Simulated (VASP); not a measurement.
TiO2: single point with PBE

Crystal: TiO2.

```xyz
6
Lattice="-1.8996 1.8996 4.9939 1.8996 -1.8996 4.9939 1.8996 1.8996 -4.9939" Properties=species:S:1:pos:R:3 pbc="T T T"
Ti    0.0000    0.0000    0.0000
Ti    0.0000    1.8996    2.4970
O     0.0000    0.0000    2.0625
O     0.0000    1.8996    4.5595
O     0.0000    1.8996    0.4344
O     0.0000    0.0000    7.9253
```

This cell differs from its parent crystal: strain +0.000 along x and y, +0.030 along z.

| Quantity | Value |
| --- | --- |
| Program | VASP 6.6.1 |
| Task | single point |
| Functional | PBE |
| Potentials or basis | VASP PAW PBE potentials, release 64 (Ti_sv, O) |
| Cutoff | 520 eV |
| k mesh | 10 × 10 × 10 |
| Occupations | gaussian, width 0.05 eV |
| Spin | no spin polarisation |

```json
{
 "Pressure": "-5.0 GPa",
 "Largest force": "0.395 eV/Å",
 "Band gap on the k mesh": "2.06 eV (least direct gap 2.39 eV)"
}
```

Forces on the atoms (eV/Å):
```
Ti   0.000  0.000  0.000
Ti   0.000  0.000  0.000
O    0.000  0.000 -0.395
O    0.000  0.000 -0.395
O    0.000  0.000  0.395
O    0.000  0.000  0.395
```

Stress tensor (GPa, compression positive):
```
-3.26  0.00  0.00
 0.00 -3.26  0.00
 0.00  0.00 -8.59
```

Levels at points of the mesh, in eV from the valence-band top:
```csv
k point,band 22,band 23,band 24,band 25,band 26,band 27
"(0.00, 0.00, 0.00)",-0.87,-0.42,-0.42,2.06,2.63,3.82
"(0.50, 0.00, 0.00)",-0.99,-0.86,-0.70,3.11,3.28,3.32
"(0.50, 0.50, 0.00)",-2.00,-0.05,-0.05,3.02,3.02,3.48
"(0.50, 0.50, 0.50)",-1.32,-0.15,-0.15,2.34,2.34,3.56
```

Run time: 3.8 min on 1 thread of Intel(R) Xeon(R) 6975P-C (Granite Rapids) (shared host), peak memory 0.38 GiB.

Caveat: the cell differs from its parent crystal (strain +0.000 along x and y, +0.030 along z); the cell stands under tension. A k mesh can miss the band edges.
